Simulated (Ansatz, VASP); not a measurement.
## One calculation of AgI, two programs

Contents of INCAR:

```
  ALGO = Normal
  EDIFF = 1E-6
  ENCUT = 500
  GGA = PS
  GGA_COMPAT = F
  ISIF = 2
  ISMEAR = 0
  LASPH = T
  LCHARG = F
  LREAL = F
  LWAVE = F
  NBANDS = 16
  NELM = 120
  PREC = Accurate
  SIGMA = 0.01
```

KPOINTS

```
k-points
0
Gamma
  6 6 6
```

POSCAR

```
AgI
1.0
    0.0000000000      3.2365000000      3.2365000000
    3.2365000000      0.0000000000      3.2365000000
    3.2365000000      3.2365000000      0.0000000000
Ag I
1 1
Direct
    0.0000000000      0.0000000000      0.0000000000
    0.7500000000      0.7500000000      0.7500000000
```

Input for Ansatz:

```yaml
crystal:
  lattice:
    - [0.0, 3.2365, 3.2365]
    - [3.2365, 0.0, 3.2365]
    - [3.2365, 3.2365, 0.0]
  atoms:
    - { symbol: Ag, position: [0.0, 0.0, 0.0] }
    - { symbol: I, position: [0.75, 0.75, 0.75] }
kpoints:
  mp_grid: { grid: [6, 6, 6] }
scf:
  occupations: { method: fixed }
hamiltonian:
  xc: pbesol
  pseudopotentials: { kind: all_electron, lapw: { basis_error: 0.001 } }
output:
  forces: true
  stress: true
  eigenvalues: true
  eigenstates:
    nscf_kmesh: { grid: [12, 12, 12] }
    de_dk: true
    e_range: [-9, 11.17998]
  optics:
    e_range: [0, 30]
    de: 0.2
    sigma: 0.15
    bands: { spectra_wanted_up_to: 30 }
    nscf_kmesh: { grid: [12, 12, 12] }
checkpoint:
  write: ck
  write_wavefunctions: false
```

Alike in both runs: task single point; functional PBEsol; k mesh 6 × 6 × 6; no spin polarisation.

```csv
,VASP,Ansatz
version,VASP 6.6.1,Ansatz 0.2.0
potentials or method,"VASP PAW PBE potentials, release 64 (Ag, I), cutoff 500 eV","all-electron LAPW, scalar-relativistic"
occupations,"gaussian, width 0.01 eV",fixed
```

```tsv
	VASP	Ansatz	Ansatz less VASP
gap on the k mesh at the Fermi level (eV)	1.20	1.20	-0.003
pressure (GPa)	-0.4	-0.3	+0.04
```

VASP's potentials were made for PBE, not for PBEsol. Ansatz ran all-electron here, and VASP with PAW potentials.

Neither program's run includes spin-orbit coupling.
